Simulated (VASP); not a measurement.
Runs of VASP 6.6.1 on LiBi. The structure is that of space group P4/mmm (No. 123), or close to it. The cells are those of the table. 

```tsv
task	cell	cutoff (eV)	gap on the mesh (eV)	pressure (GPa)	relaxed volume (Å³/atom)
single point	a = 3.300, b = 3.300, c = 4.063 Å, 2 atoms	520	none	-	-
single point	a = 3.278, b = 3.278, c = 4.036 Å, 2 atoms	520	none	-	-
relaxation of cell and atoms	relaxed from a = 3.300, b = 3.300, c = 4.063 Å, 2 atoms	600	none	-0.1	22.19
single point	a = 3.322, b = 3.322, c = 4.090 Å, 2 atoms	520	none	-	-
relaxation of cell and atoms	relaxed from a = 3.280, b = 3.280, c = 4.428 Å, 2 atoms	600	none	0.0	(a)
```

Alike in all rows: level LDA; potentials or basis VASP PAW LDA potentials, release 64 (Li_sv, Bi_d); no spin polarisation; k mesh 8 × 8 × 6; smearing gaussian 0.05 eV.

Q: Fill in the values left out.

A: (a) 22.16.

Caveats: the cutoff is under 1.25 times the usual one of these potentials, so pressure, stress and relaxed cells hold a basis-set (Pulay) error; spin-orbit coupling is left out, which moves the levels of the heavy elements.

A k mesh can miss the band edges, and the runs leave out spin-orbit coupling on Bi.

A gap of «none» marks levels without a gap at the run's occupations.
